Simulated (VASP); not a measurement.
# Ti (I4/mmm) in VASP: a series of runs, part 2 of 2

VASP 6.6.1. The steps go on from the part before.

**4. Single point, PBEsol (strain -0.025 along x and y, +0.025 along z)**

Input file INCAR:

```
SYSTEM = Ti
PREC = Accurate
ENCUT = 520
EDIFF = 1E-6
ISMEAR = 0
SIGMA = 0.15
LREAL = .FALSE.
LASPH = .TRUE.
NELM = 100
ALGO = Normal
ISIF = 2
LWAVE = .FALSE.
LCHARG = .FALSE.
GGA = PS
NBANDS = 12
```

Input file KPOINTS:

```
regular mesh
0
G
  20 20 20
  0 0 0
```

Input file POSCAR:

```
Ti
1.0
    0.0000000000      1.9792500000      2.0807500000
    1.9792500000      0.0000000000      2.0807500000
    1.9792500000      1.9792500000      0.0000000000
Ti
1
Direct
    0.0000000000      0.0000000000      0.0000000000
```

Potentials or basis: VASP PAW PBE potentials, release 64 (Ti_sv).

Command:

```console
cat potpaw_PBE.64/Ti_sv/POTCAR > POTCAR
mpirun -np 1 vasp_std > vasp.out
```

OUTCAR:

```text
SYSTEM = Ti
   PREC = Accurate
   ENCUT = 520
   EDIFF = 1E-6
   ISMEAR = 0
   LREAL = .FALSE.
   LASPH = .TRUE.
   NELM = 100
   ISIF = 2
   GGA = PS

 ion  position               nearest neighbor table
   1  0.000  0.000  0.000-

  LATTYP: Found a body centered tetragonal cell.
 ALAT       =     2.7990821933
 C/A-ratio  =     1.4867373348

  Lattice vectors:

 A1 = (  -1.9792500000,   0.0000000000,   2.0807500000)
 A2 = (   1.9792500000,   0.0000000000,   2.0807500000)
 A3 = (   0.0000000000,   1.9792500000,  -2.0807500000)

Analysis of symmetry for initial positions (statically):
=====================================================================
 Subroutine PRICEL returns:
 Original cell was already a primitive cell.

 Routine SETGRP: Setting up the symmetry group for a
 body centered tetragonal supercell.

 Subroutine GETGRP returns: Found 16 space group operations
 (whereof 16 operations were pure point group operations)
 out of a pool of 16 trial point group operations.

The static configuration has the point symmetry D_4h.

Analysis of symmetry for dynamics (positions and initial velocities):
[... 169 lines left out ...]
      3     -23.4608      2.00000
      4     -23.4608      2.00000
      5       2.5382      2.00000
      6       9.4111      0.00000
      7       9.8514      0.00000
      8       9.8514      0.00000
      9      11.1909      0.00000
     10      11.7086      0.00000
     11      24.4407      0.00000
     12      28.3086      0.00000
[... 331 lines left out ...]
 k-point    24 :      -0.3500    0.0500    0.0000
  band No.  band energies     occupation
      1     -47.4564      2.00000
      2     -24.1700      2.00000
      3     -23.5985      2.00000
      4     -23.5206      2.00000
      5       5.7272      2.00000
      6       8.8712      0.35402
      7       9.4593      0.00000
      8       9.9817      0.00000
      9      12.0222      0.00000
     10      12.5160      0.00000
     11      19.3835      0.00000
     12      24.1199      0.00000

 [... further k-points ...]

------------------------ aborting loop because EDIFF is reached ----------------------------------------

  FORCE on cell =-STRESS in cart. coord.  units (eV):
  Direction    XX          YY          ZZ          XY          YZ          ZX
  --------------------------------------------------------------------------------------
  -------------------------------------------------------------------------------------
  Total        0.3063559      0.3063559      0.1363320      0.0000000      0.0000000     -0.0000000
  in kB       30.1082560     30.1082560     13.3985339      0.0000000      0.0000000     -0.0000000
  external PRESSURE =      24.5383486 kB  Pullay stress =       0.0000000 kB

 VOLUME and BASIS-vectors are now :
 -----------------------------------------------------------------------------
  energy-cutoff  :      520.00
  volume of cell :       16.30
      direct lattice vectors                 reciprocal lattice vectors
     0.000000000  1.979250000  2.080750000    -0.252620942  0.252620942  0.240297969
     1.979250000  0.000000000  2.080750000     0.252620942 -0.252620942  0.240297969
     1.979250000  1.979250000  0.000000000     0.252620942  0.252620942 -0.240297969

 POSITION                                       TOTAL-FORCE (eV/Angst)
 -----------------------------------------------------------------------------------
      0.00000      0.00000      0.00000         0.000000      0.000000     -0.000000
 -----------------------------------------------------------------------------------
    total drift:                                0.000000      0.000000     -0.000000

  FREE ENERGIE OF THE ION-ELECTRON SYSTEM (eV)
  ---------------------------------------------------
  free  energy   TOTEN  =        -8.2870873630 eV

  energy  without entropy=       -8.2680091746  energy(sigma->0) =       -8.27754827
```

Wall time 1.7 min (1 thread of Intel Xeon Platinum 8259CL at 2.50GHz (Skylake/Cascade Lake), shared host); peak memory 0.24 GiB.

What came out:

| Quantity | Value |
| --- | --- |
| Free energy | -8.2871 eV |
| Pressure | 2.5 GPa |
| Band gap on the k mesh | zero (band 6 reaches 9.52 eV, above the bottom of band 7 at 8.21 eV) |

Levels at points of the mesh, in eV from the Fermi level:
| k point | band 4 | band 5 | band 6 | band 7 | band 8 | band 9 |
| --- | --- | --- | --- | --- | --- | --- |
| (0.00, 0.00, 0.00) | -32.23 | -6.23 | 0.64 | 1.08 | 1.08 | 2.42 |
| (0.50, 0.00, 0.00) | -32.31 | -2.74 | 0.56 | 0.83 | 1.02 | 3.79 |
| (0.50, 0.50, 0.00) | -32.48 | -2.82 | -1.81 | 2.53 | 3.89 | 4.18 |
| (0.50, 0.00, 0.50) | -32.51 | -2.80 | -1.91 | 3.48 | 3.83 | 4.02 |

Caveat: the cell differs from its parent crystal (strain -0.025 along x and y, +0.025 along z); the PAW data sets were made with another functional, which shifts forces and pressure a little.

**5. Single point, PBEsol (strain -0.025 along x and y, +0.050 along z)**

Changes to INCAR since step 4:

```diff
@@ -8,3 +8,3 @@
 LASPH = .TRUE.
-NELM = 100
+NELM = 60
 ALGO = Normal
```

Input file KPOINTS:

```
Automatic mesh
0
G
  20 20 20
  0 0 0
```

Input file POSCAR:

```
Ti
1.0
    0.0000000000      1.9792500000      2.1315000000
    1.9792500000      0.0000000000      2.1315000000
    1.9792500000      1.9792500000      0.0000000000
Ti
1
Direct
    0.0000000000      0.0000000000      0.0000000000
```

Command:

```console
cat potpaw_PBE.64/Ti_sv/POTCAR > POTCAR
mpirun -np 1 vasp_std > vasp.out
```

Wall time 1.8 min (1 thread of Intel Xeon Platinum 8259CL at 2.50GHz (Skylake/Cascade Lake), shared host); peak memory 0.24 GiB.

It converged, with:

```yaml
Free_energy: -8.2864 eV
Pressure: -0.4 GPa
Band_gap_on_the_k_mesh: zero (band 6 reaches 9.25 eV, above the bottom of band 7 at 7.88 eV)
```

Stress tensor (GPa, compression positive):
```
 0.35  0.00  0.00
 0.00  0.35  0.00
 0.00  0.00 -1.93
```

Levels at points of the mesh, in eV from the Fermi level:
```
           k point  band 2  band 3  band 4  band 5  band 6  band 7  band 8  band 9  band 10  band 11
(0.00, 0.00, 0.00)  -32.31  -32.29  -32.29   -6.17    0.51    1.16    1.16    2.22     2.98    15.59
(0.50, 0.00, 0.00)  -33.08  -32.44  -32.35   -2.67    0.47    0.78    1.12    3.65     3.90     8.64
(0.50, 0.50, 0.00)  -33.01  -32.50  -32.50   -2.73   -1.70    2.16    3.80    4.05     4.05    10.15
(0.50, 0.00, 0.50)  -33.02  -32.66  -32.54   -2.69   -1.82    3.53    3.70    3.82     4.33    11.47
```

Caveat: the cell differs from its parent crystal (strain -0.025 along x and y, +0.050 along z); the PAW data sets were made with another functional, which shifts forces and pressure a little.

**6. Single point, PBEsol (strain +0.000 along x and y, +0.025 along z)**

Input file INCAR:

```
PREC     = Accurate       # precision mode
ENCUT    = 520            # plane-wave cutoff, eV
EDIFF    = 1E-7           # SCF threshold, eV
ISMEAR   = 0              # smearing method
SIGMA    = 0.15           # smearing width, eV
LREAL    = F              # projectors in reciprocal space
LASPH    = T              # aspherical terms in the spheres
NELM     = 100            # most SCF steps
ALGO     = Normal         # electronic algorithm
ISIF     = 2              # what is computed and relaxed
LWAVE    = F              # write WAVECAR
LCHARG   = F              # write CHGCAR
GGA      = PS             # functional
NBANDS   = 12             # bands
```

Input file KPOINTS:

```
regular mesh
0
Gamma
  20 20 20
```

Input file POSCAR:

```
Ti
1.0
    0.0000000000      2.0300000000      2.0807500000
    2.0300000000      0.0000000000      2.0807500000
    2.0300000000      2.0300000000      0.0000000000
Ti
1
Direct
    0.0000000000      0.0000000000      0.0000000000
```

Potentials or basis: VASP PAW PBE potentials, release 64 (Ti_sv).

Command:

```console
cat potpaw_PBE.64/Ti_sv/POTCAR > POTCAR
mpirun -np 1 vasp_std > vasp.out
```

Wall time 94 s (1 thread of Intel Xeon Platinum 8259CL at 2.50GHz (Skylake/Cascade Lake), shared host); peak memory 0.24 GiB.

It converged, with:

- Free energy: -8.2871 eV
- Pressure: -3.2 GPa
- Band gap on the k mesh: zero (band 6 reaches 9.03 eV, above the bottom of band 7 at 7.78 eV)

Stress tensor (GPa, compression positive):
```
-2.93  0.00  0.00
 0.00 -2.93  0.00
 0.00  0.00 -3.80
```

Levels at points of the mesh, in eV from the Fermi level:
| k point | band 3 | band 4 | band 5 | band 6 | band 7 | band 8 | band 9 | band 10 |
| --- | --- | --- | --- | --- | --- | --- | --- | --- |
| (0.00, 0.00, 0.00) | -32.39 | -32.39 | -6.13 | 0.75 | 0.96 | 0.96 | 2.42 | 2.65 |
| (0.50, 0.00, 0.00) | -32.50 | -32.47 | -2.62 | 0.65 | 0.68 | 0.87 | 3.60 | 3.69 |
| (0.50, 0.50, 0.00) | -32.62 | -32.62 | -2.64 | -1.71 | 2.60 | 3.64 | 3.93 | 3.93 |
| (0.50, 0.00, 0.50) | -32.67 | -32.64 | -2.62 | -1.76 | 3.05 | 3.62 | 3.86 | 4.01 |

Caveat: the cell differs from its parent crystal (strain +0.000 along x and y, +0.025 along z); the PAW data sets were made with another functional, which shifts forces and pressure a little.

**7. Single point, PBEsol (strain +0.000 along x and y, +0.050 along z)**

Input file INCAR:

```
SYSTEM = Ti
ALGO = Normal
EDIFF = 1E-7
ENCUT = 520
GGA = PS
ISIF = 2
ISMEAR = 0
LASPH = .TRUE.
LCHARG = .TRUE.
LELF = .TRUE.
LREAL = .FALSE.
LVHAR = .TRUE.
LWAVE = .FALSE.
NBANDS = 12
NELM = 60
PREC = Accurate
SIGMA = 0.15
```

Input file KPOINTS:

```
k-points
0
G
  20 20 20
  0 0 0
```

Input file POSCAR:

```
Ti
1.0
    0.0000000000      2.0300000000      2.1315000000
    2.0300000000      0.0000000000      2.1315000000
    2.0300000000      2.0300000000      0.0000000000
Ti
1
Direct
    0.0000000000      0.0000000000      0.0000000000
```

Potentials or basis: VASP PAW PBE potentials, release 64 (Ti_sv).

Command:

```console
cat potpaw_PBE.64/Ti_sv/POTCAR > POTCAR
mpirun -np 1 vasp_std > vasp.out
```

OUTCAR:

```text
SYSTEM = Ti
   EDIFF = 1E-7
   ENCUT = 520
   GGA = PS
   ISIF = 2
   ISMEAR = 0
   LASPH = .TRUE.
   LREAL = .FALSE.
   NELM = 60
   PREC = Accurate

 ion  position               nearest neighbor table
   1  0.000  0.000  0.000-

  LATTYP: Found a body centered tetragonal cell.
 ALAT       =     2.8708535316
 C/A-ratio  =     1.4849242405

  Lattice vectors:

 A1 = (  -2.0300000000,   0.0000000000,   2.1315000000)
 A2 = (   2.0300000000,   0.0000000000,   2.1315000000)
 A3 = (   0.0000000000,   2.0300000000,  -2.1315000000)

Analysis of symmetry for initial positions (statically):
=====================================================================
 Subroutine PRICEL returns:
 Original cell was already a primitive cell.

 Routine SETGRP: Setting up the symmetry group for a
 body centered tetragonal supercell.

 Subroutine GETGRP returns: Found 16 space group operations
 (whereof 16 operations were pure point group operations)
 out of a pool of 16 trial point group operations.

The static configuration has the point symmetry D_4h.

[... 167 lines left out ...]
  band No.  band energies     occupation
      1     -48.5262      2.00000
      2     -24.4987      2.00000
      3     -24.4886      2.00000
      4     -24.4886      2.00000
      5       1.9050      2.00000
      6       8.5890      0.00000
      7       8.9832      0.00000
      8       8.9832      0.00000
      9      10.1983      0.00000
     10      10.6540      0.00000
     11      23.2170      0.00000
     12      26.8354      0.00000
[... 331 lines left out ...]
 k-point    24 :      -0.3500    0.0500    0.0000
  band No.  band energies     occupation
      1     -48.4245      2.00000
      2     -25.0446      2.00000
      3     -24.5982      2.00000
      4     -24.5368      2.00000
      5       5.0181      2.00000
      6       7.9967      0.77497
      7       8.6373      0.00000
      8       9.1054      0.00000
      9      10.9457      0.00000
     10      11.3838      0.00000
     11      17.7555      0.00000
     12      22.8042      0.00000

 [... further k-points ...]

------------------------ aborting loop because EDIFF is reached ----------------------------------------

  FORCE on cell =-STRESS in cart. coord.  units (eV):
  Direction    XX          YY          ZZ          XY          YZ          ZX
  --------------------------------------------------------------------------------------
  -------------------------------------------------------------------------------------
  Total       -0.5544339     -0.5544339     -0.7323455      0.0000000      0.0000000     -0.0000000
  in kB      -50.5653398    -50.5653398    -66.7911914      0.0000000      0.0000000     -0.0000000
  external PRESSURE =     -55.9739570 kB  Pullay stress =       0.0000000 kB

 VOLUME and BASIS-vectors are now :
 -----------------------------------------------------------------------------
  energy-cutoff  :      520.00
  volume of cell :       17.57
      direct lattice vectors                 reciprocal lattice vectors
     0.000000000  2.030000000  2.131500000    -0.246305419  0.246305419  0.234576589
     2.030000000  0.000000000  2.131500000     0.246305419 -0.246305419  0.234576589
     2.030000000  2.030000000  0.000000000     0.246305419  0.246305419 -0.234576589

 POSITION                                       TOTAL-FORCE (eV/Angst)
 -----------------------------------------------------------------------------------
      0.00000      0.00000      0.00000         0.000000      0.000000      0.000000
 -----------------------------------------------------------------------------------
    total drift:                               -0.000000      0.000000     -0.000000

  FREE ENERGIE OF THE ION-ELECTRON SYSTEM (eV)
  ---------------------------------------------------
  free  energy   TOTEN  =        -8.2735349467 eV

  energy  without entropy=       -8.2527240564  energy(sigma->0) =       -8.26312950
```

stdout:

```text
POSCAR found type information on POSCAR Ti
 POSCAR found :  1 types and       1 ions
 scaLAPACK will be used
 -----------------------------------------------------------------------------
|                                                                             |
|                                                                             |
|     You enforced a specific xc type in the INCAR file but a different       |
|     I HOPE YOU KNOW WHAT YOU ARE DOING!                                     |
|                                                                             |
 -----------------------------------------------------------------------------

 LDA part: xc-table for (Slater+PW92), standard interpolation
 POSCAR, INCAR and KPOINTS ok, starting setup
 FFT: planning ... GRIDC
 FFT: planning ... GRID_SOFT
 FFT: planning ... GRID
 WAVECAR not read
 entering main loop
```

Run time: 1.8 min. Hardware: 1 thread of Intel Xeon Platinum 8259CL at 2.50GHz (Skylake/Cascade Lake), shared host; peak memory 0.25 GiB.

What came out:

```
Free energy            : -8.2735 eV
Pressure               : -5.6 GPa
Band gap on the k mesh : zero (band 6 reaches 8.69 eV, above the bottom of band 7 at 7.45 eV)
```

Levels at points of the mesh, in eV from the Fermi level:
```
           k point  band 3  band 4  band 5  band 6  band 7  band 8  band 9  band 10
(0.00, 0.00, 0.00)  -32.46  -32.46   -6.06    0.62    1.02    1.02    2.23     2.69
(0.50, 0.00, 0.00)  -32.57  -32.52   -2.56    0.55    0.63    0.97    3.46     3.62
(0.50, 0.50, 0.00)  -32.65  -32.65   -2.56   -1.61    2.23    3.55    3.81     3.81
(0.50, 0.00, 0.50)  -32.74  -32.68   -2.53   -1.69    3.10    3.50    3.67     3.97
```

Caveat: the cell differs from its parent crystal (strain +0.000 along x and y, +0.050 along z); the PAW data sets were made with another functional, which shifts forces and pressure a little.

**8. The runs side by side**

```tsv
cell	gap on the mesh (eV)	pressure (GPa)
a = 2.835, b = 2.835, c = 2.799 Å, angles 60.4, 60.4, 59.2°, 1 atom	none	5.6
a = 2.835, b = 2.835, c = 2.871 Å, angles 59.6, 59.6, 60.8°, 1 atom	none	2.4
a = 2.872, b = 2.872, c = 2.799 Å, angles 60.8, 60.8, 58.3°, 1 atom	none	2.5
a = 2.909, b = 2.909, c = 2.799 Å, angles 61.2, 61.2, 57.5°, 1 atom	none	-0.4
a = 2.907, b = 2.907, c = 2.871 Å, angles 60.4, 60.4, 59.2°, 1 atom	none	-3.2
a = 2.943, b = 2.943, c = 2.871 Å, angles 60.8, 60.8, 58.4°, 1 atom	none	-5.6
```

Alike in all rows: task single point; level PBEsol; potentials or basis VASP PAW PBE potentials, release 64 (Ti_sv); no spin polarisation; k mesh 20 × 20 × 20; cutoff (eV) 520; smearing gaussian 0.15 eV.

Caveats: the PAW data sets were made with another functional, which shifts forces and pressure a little.

Absolute energies hang on the potentials; compare differences alone.
